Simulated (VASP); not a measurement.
# B3Ru5 (P-6m2) in VASP: relaxation of shape and atoms at fixed volume with PBE

Aim: the relaxation of shape and atoms at fixed volume of B3Ru5 with PBE.

Everything below comes from runs of VASP 6.6.1. Logs are shortened: lines on timing, memory, paths and dates and some standing lists are left out, and cuts for length are marked.

## 1. The cell of the first run

The structure is hexagonal, space group P-6m2 (No. 187). Conventional cell: a = 2.770 Å, b = 2.770 Å, c = 12.593 Å, α = 90.00°, β = 90.00°, γ = 120.00°. B (site symmetry 3m) has 6 Ru at 2.10 to 2.15 Å and 7 B at 2.77 to 2.85 Å within 2.9 Å. B (site symmetry -6m2) has 6 Ru at 2.13 Å and 8 B at 2.77 to 2.85 Å within 2.9 Å. Within 2.9 Å of Ru (site symmetry 3m) lie 3 B at 2.10 Å and 10 Ru at 2.63 to 2.80 Å. Ru (site symmetry 3m) has 6 B at 2.13 to 2.15 Å and 8 Ru at 2.77 to 2.82 Å within 2.9 Å. Within 3.5 Å of Ru (site symmetry -6m2) lie 12 Ru at 2.63 to 2.77 Å and 2 B at 3.44 Å.

## 2. Relaxation of shape and atoms at fixed volume, PBE (10.46 Å³/atom)

Contents of INCAR:

```
ALGO = Fast
EDIFF = 1E-6
EDIFFG = -0.01
ENCUT = 600
GGA = PE
IBRION = 2
ISIF = 4
ISMEAR = 0
LASPH = T
LCHARG = F
LREAL = F
LWAVE = F
NELM = 100
NSW = 50
PREC = Accurate
SIGMA = 0.1
```

Contents of KPOINTS:

```
k-points
0
Gamma
  12 12 4
```

Contents of POSCAR:

```
B3Ru5
1.0
    2.7695169002      0.0000000000      0.0000000000
   -1.3847584501      2.3984719918      0.0000000000
    0.0000000000      0.0000000000     12.5929979892
B Ru
3 5
Direct
    0.3333333333      0.6666666667      0.7264505529
    0.3333333333      0.6666666667      0.5000000000
    0.3333333333      0.6666666667      0.2735494471
    0.0000000000      0.0000000000      0.8345817069
    0.0000000000      0.0000000000      0.3880277974
    0.0000000000      0.0000000000      0.6119722026
    0.0000000000      0.0000000000      0.1654182931
    0.3333333333      0.6666666667      0.0000000000
```

Potentials or basis: VASP PAW PBE potentials, release 64 (B, Ru_pv).

Command:

```bash
$ cat potpaw_PBE.64/B/POTCAR potpaw_PBE.64/Ru_pv/POTCAR > POTCAR
$ mpirun -np 1 vasp_std > vasp.out
```

OUTCAR:

```text
EDIFF = 1E-6
   EDIFFG = -0.01
   ENCUT = 600
   GGA = PE
   IBRION = 2
   ISIF = 4
   ISMEAR = 0
   LASPH = T
   LREAL = F
   NELM = 100
   NSW = 50
   PREC = Accurate

 ion  position               nearest neighbor table
   1  0.333  0.667  0.726-   4 2.10   4 2.10   4 2.10   6 2.15   6 2.15   6 2.15
   2  0.333  0.667  0.500-   5 2.13   6 2.13   5 2.13   6 2.13   5 2.13   6 2.13
   3  0.333  0.667  0.274-   7 2.10   7 2.10   7 2.10   5 2.15   5 2.15   5 2.15
   4  0.000  0.000  0.835-   1 2.10   1 2.10   1 2.10   8 2.63   8 2.63   8 2.63   6 2.80
   5  0.000  0.000  0.388-   2 2.13   2 2.13   2 2.13   3 2.15   3 2.15   3 2.15   7 2.80   6 2.82

   6  0.000  0.000  0.612-   2 2.13   2 2.13   2 2.13   1 2.15   1 2.15   1 2.15   4 2.80   5 2.82

   7  0.000  0.000  0.165-   3 2.10   3 2.10   3 2.10   8 2.63   8 2.63   8 2.63   5 2.80
   8  0.333  0.667  0.000-   4 2.63   7 2.63   4 2.63   7 2.63   4 2.63   7 2.63

  LATTYP: Found a hexagonal cell.
 ALAT       =     2.7695169002
 C/A-ratio  =     4.5470016768

  Lattice vectors:

 A1 = (   2.7695169002,   0.0000000000,   0.0000000000)
 A2 = (  -1.3847584501,   2.3984719918,   0.0000000000)
 A3 = (   0.0000000000,   0.0000000000,  12.5929979892)

Analysis of symmetry for initial positions (statically):
=====================================================================
 Subroutine PRICEL returns:
 Original cell was already a primitive cell.

 Routine SETGRP: Setting up the symmetry group for a
 hexagonal supercell.

 Subroutine GETGRP returns: Found 12 space group operations
 (whereof 12 operations were pure point group operations)
 out of a pool of 24 trial point group operations.

The static configuration has the point symmetry D_3h.

Analysis of symmetry for dynamics (positions and initial velocities):
=====================================================================
 Subroutine PRICEL returns:
 Original cell was already a primitive cell.

 Routine SETGRP: Setting up the symmetry group for a
 hexagonal supercell.

 Subroutine GETGRP returns: Found 12 space group operations
 (whereof 12 operations were pure point group operations)
 out of a pool of 24 trial point group operations.

The dynamic configuration has the point symmetry D_3h.

 Subroutine INISYM returns: Found 12 space group operations
 (whereof 12 operations are pure point group operations),
 and found     1 'primitive' translations

----------------------------------------------------------------------------------------

                                     Primitive cell

  volume of cell :      83.6504

  direct lattice vectors                    reciprocal lattice vectors
     2.769516900  0.000000000  0.000000000     0.361073803  0.208466057  0.000000000
    -1.384758450  2.398471992  0.000000000     0.000000000  0.416932115  0.000000000
     0.000000000  0.000000000 12.592997989     0.000000000  0.000000000  0.079409208

  length of vectors
     2.769516900  2.769516900 12.592997989     0.416932115  0.416932115  0.079409208

  position of ions in fractional coordinates (direct lattice)
     0.333333333  0.666666667  0.726450553
     0.333333333  0.666666667  0.500000000
     0.333333333  0.666666667  0.273549447
     0.000000000  0.000000000  0.834581707
     0.000000000  0.000000000  0.388027797
     0.000000000  0.000000000  0.611972203
     0.000000000  0.000000000  0.165418293
     0.333333333  0.666666667  0.000000000

  ion indices of the primitive-cell ions
   primitive index   ion index
                 1           1
                 2           2
                 3           3
                 4           4
                 5           5
                 6           6
                 7           7
                 8           8

----------------------------------------------------------------------------------------

 KPOINTS: k-points

Automatic generation of k-mesh.
 Grid dimensions read from file:
 generate k-points for:   12   12    4

 Generating k-lattice:

  Cartesian coordinates                     Fractional coordinates (reciprocal lattice)
     0.030089484  0.017372171  0.000000000     0.083333333  0.000000000  0.000000000
     0.000000000  0.034744343  0.000000000     0.000000000  0.083333333  0.000000000
     0.000000000  0.000000000  0.019852302     0.000000000  0.000000000  0.250000000

  Length of vectors
     0.034744343  0.034744343  0.019852302

  Shift w.r.t. Gamma in fractional coordinates (k-lattice)
     0.000000000  0.000000000  0.000000000

 Subroutine IBZKPT returns following result:
 ===========================================

 Found     57 irreducible k-points:

 Following reciprocal coordinates:
            Coordinates               Weight
  0.000000  0.000000  0.000000      1.000000
  0.083333  0.000000  0.000000      6.000000
  0.166667  0.000000  0.000000      6.000000
  0.250000  0.000000  0.000000      6.000000
  0.333333  0.000000  0.000000      6.000000
  0.416667  0.000000  0.000000      6.000000
[... 16 lines left out ...]
  0.250000  0.000000  0.250000     12.000000
  0.333333  0.000000  0.250000     12.000000
 [... further k-points ...]
   k-points           NKPTS =     57   k-points in BZ     NKDIM =     57   number of bands    NBANDS=     47
   number of dos      NEDOS =    301   number of ions     NIONS =      8
   total plane-waves  NPLWV =  62208
   dimension x,y,z NGX =    24 NGY =   24 NGZ =  108
   dimension x,y,z NGXF=    48 NGYF=   48 NGZF=  216
   ions per type =               3   5
   NGX,Y,Z   is equivalent  to a cutoff of  14.41, 14.41, 14.26 a.u.
   NGXF,Y,Z  is equivalent  to a cutoff of  28.81, 28.81, 28.52 a.u.
 SYSTEM =  unknown system
   PREC   = accura    normal or accurate (medium, high low for compatibility)
   ISTART =      0    job   : 0-new  1-cont  2-samecut
   ICHARG =      2    charge: 1-file 2-atom 10-const
   ISPIN  =      1    spin polarized calculation?
   LNONCOLLINEAR =      F non collinear calculations
   LSORBIT =      F    spin-orbit coupling
   LASPH  =      T    aspherical Exc in radial PAW
   ENCUT  =  600.0 eV  44.10 Ry    6.64 a.u.   5.53  5.53 25.15*2*pi/ulx,y,z
   NELM   =    100;   NELMIN=  2; NELMDL= -5     # of ELM steps
   EDIFF  = 0.1E-05   stopping-criterion for ELM
   LREAL  =      F    real-space projection
   EDIFFG = -.1E-01   stopping-criterion for IOM
   NSW    =     50    number of steps for IOM
   IBRION =      2    ionic relax: 0-MD 1-quasi-New 2-CG
   NFREE  =      1    steps in history (QN), initial steepest desc. (CG)
   ISIF   =      4    stress and relaxation
   ISYM   =      2    0-nonsym 1-usesym 2-fastsym
   POTIM  = 0.5000    time-step for ionic-motion
   TEBEG  =    0.0;   TEEND  =   0.0 temperature during run
   PSTRESS=    0.0 pullay stress
   NELECT =      79.0000    total number of electrons
   NUPDOWN=      -1.0000    fix difference up-down
   EMIN   =  10.00;   EMAX   =-10.00  energy-range for DOS
   EFERMI =   0.00;   METHOD = LEGACY
   ISMEAR =     0;   SIGMA  =   0.10  broadening in eV -4-tet -1-fermi 0-gaus
   EFERMI_NEDOS =   21; number of points for ismear=-14 and -15
   IALGO  =     68    algorithm
   IMIX   =      4    mixing-type and parameters
     AMIX     =   0.40;   BMIX     =  1.00
     AMIX_MAG =   1.60;   BMIX_MAG =  1.00
  volume/ion in A,a.u.               =      10.46        70.56
  Fermi-wavevector in a.u.,A,eV,Ry     =   1.606181  3.035243 35.100564  2.579819
  Thomas-Fermi vector in A             =   2.702410
   LORBIT       =      0    0 simple, 1 ext, 2 COOP (PROOUT), +10 PAW based schemes
   GGA     = PE    functional components
   LHFCALC =     F    Hartree Fock is set to
   AEXX    =    0.0000 exact exchange contribution
   IVDW    =     0    specifies the selected vdW correction
   LEPSILON=     F    determine dielectric tensor
   LRPA    =     F    only Hartree local field effects (RPA)
 conjugate gradient relaxation of ions
 non-spin polarized calculation
 RMM-DIIS sequential band-by-band and
 Gauss-broadening in eV      SIGMA  =   0.10
  energy-cutoff  :      600.00
  volume of cell :       83.65
 maximum number of plane-waves:      2846
 NGX is ok and might be reduce to    24
   NGX = 11   NGY = 11   NGZ = 51

--------------------------------------- Ionic step        1  -------------------------------------------

 number of electron      79.0000003 magnetization

 Free energy of the ion-electron system (eV)
  ---------------------------------------------------
  ext. energy  EPLUGINS =         0.00000000
  ---------------------------------------------------
  free energy    TOTEN  =       -67.56134719 eV

  energy without entropy =      -67.53835897  energy(sigma->0) =      -67.54985308

------------------------ aborting loop because EDIFF is reached ----------------------------------------

  FORCE on cell =-STRESS in cart. coord.  units (eV):
  Direction    XX          YY          ZZ          XY          YZ          ZX
  --------------------------------------------------------------------------------------
  -------------------------------------------------------------------------------------
  Total       10.9882814     10.9882814     11.8232045      0.0000000      0.0000000      0.0000000
  in kB      210.4614461    210.4614461    226.4529472      0.0000000      0.0000000      0.0000000
  external PRESSURE =     215.7919465 kB  Pullay stress =       0.0000000 kB
[... 153 lines left out ...]
  energy  without entropy=      -67.5397687304  energy(sigma->0) =      -67.55137581

--------------------------------------- Ionic step        5  -------------------------------------------

 number of electron      79.0000006 magnetization

 Free energy of the ion-electron system (eV)
  ---------------------------------------------------
  ext. energy  EPLUGINS =         0.00000000
  ---------------------------------------------------
  free energy    TOTEN  =       -67.56301209 eV

  energy without entropy =      -67.53977026  energy(sigma->0) =      -67.55139118

 E-fermi :  12.2980     XC(G=0): -13.9692

 val. band max:       12.2974787657   @ k =   0.1667   0.0833   0.5000
 cond. band min:      12.2983367106   @ k =   0.0833   0.0000   0.2500
 fundamental gap:      0.0008579449
 Fermi energy:        12.2980285130

 k-point     1 :       0.0000    0.0000    0.0000
  band No.  band energies     occupation
      1     -31.2616      2.00000
      2     -31.0732      2.00000
      3     -30.8321      2.00000
      4     -30.7881      2.00000
      5     -30.5045      2.00000
      6     -30.5045      2.00000
[... 1189 lines left out ...]
     46      15.3442      0.00000
     47      16.0791      0.00000

 [... further k-points ...]

------------------------ aborting loop because EDIFF is reached ----------------------------------------

  FORCE on cell =-STRESS in cart. coord.  units (eV):
  Direction    XX          YY          ZZ          XY          YZ          ZX
  --------------------------------------------------------------------------------------
  -------------------------------------------------------------------------------------
  Total       11.1789229     11.1789229     11.1361563     -0.0000000      0.0000000      0.0000000
  in kB      214.1128537    214.1128537    213.2937339     -0.0000000      0.0000000      0.0000000
  external PRESSURE =     213.8398138 kB  Pullay stress =       0.0000000 kB
[... 23 lines left out ...]
  FREE ENERGIE OF THE ION-ELECTRON SYSTEM (eV)
  ---------------------------------------------------
  free  energy   TOTEN  =       -67.5630120881 eV

  energy  without entropy=      -67.5397702649  energy(sigma->0) =      -67.55139118

 reached required accuracy - stopping structural energy minimisation
```

It took 31 min on 1 thread of Oxide Virtual Turin-like, shared host; peak memory 0.36 GiB.

What came out:

```yaml
Free_energy: -67.5630 eV
Energy_gained_by_relaxing: 0.2 meV/atom
Ionic_steps: 5
Pressure_after_relaxing: 21.4 GPa
Largest_force_after_relaxing: 0.007 eV/Å
Band_gap_on_the_k_mesh: zero (an odd number of electrons rules out a gap without spin polarisation)
```

Forces in eV/Å, atoms in the order of the input:
```
B    0.000  0.000  0.007
B    0.000  0.000  0.000
B    0.000  0.000 -0.007
Ru   0.000  0.000  0.006
Ru   0.000  0.000 -0.001
Ru   0.000  0.000  0.001
Ru   0.000  0.000 -0.006
Ru   0.000  0.000  0.000
```

The path:
| step | energy change (eV) | largest force (eV/Å) | pressure (GPa) | volume (Å³) |
| --- | --- | --- | --- | --- |
| 1 | 0.0000 | 0.1461 | 21.58 | 83.65 |
| 2 | -0.0011 | 0.0870 | 21.32 | 83.65 |
| 3 | -0.0016 | 0.0212 | 21.40 | 83.65 |
| 4 | -0.0016 | 0.0232 | 21.39 | 83.65 |
| 5 | -0.0017 | 0.0066 | 21.38 | 83.65 |

Final structure:
```cif
data_structure
_symmetry_space_group_name_H-M 'P 1'
_symmetry_Int_Tables_number 1
_cell_length_a 2.7662
_cell_length_b 2.7662
_cell_length_c 12.6228
_cell_angle_alpha 90.000
_cell_angle_beta 90.000
_cell_angle_gamma 120.000
_cell_volume 83.65
loop_
_atom_site_label
_atom_site_type_symbol
_atom_site_fract_x
_atom_site_fract_y
_atom_site_fract_z
_atom_site_occupancy
B1 B 0.33333 0.66667 0.72638 1
B2 B 0.33333 0.66667 0.50000 1
B3 B 0.33333 0.66667 0.27362 1
Ru1 Ru 0.00000 0.00000 0.83494 1
Ru2 Ru 0.00000 0.00000 0.38796 1
Ru3 Ru 0.00000 0.00000 0.61204 1
Ru4 Ru 0.00000 0.00000 0.16506 1
Ru5 Ru 0.33333 0.66667 0.00000 1
```
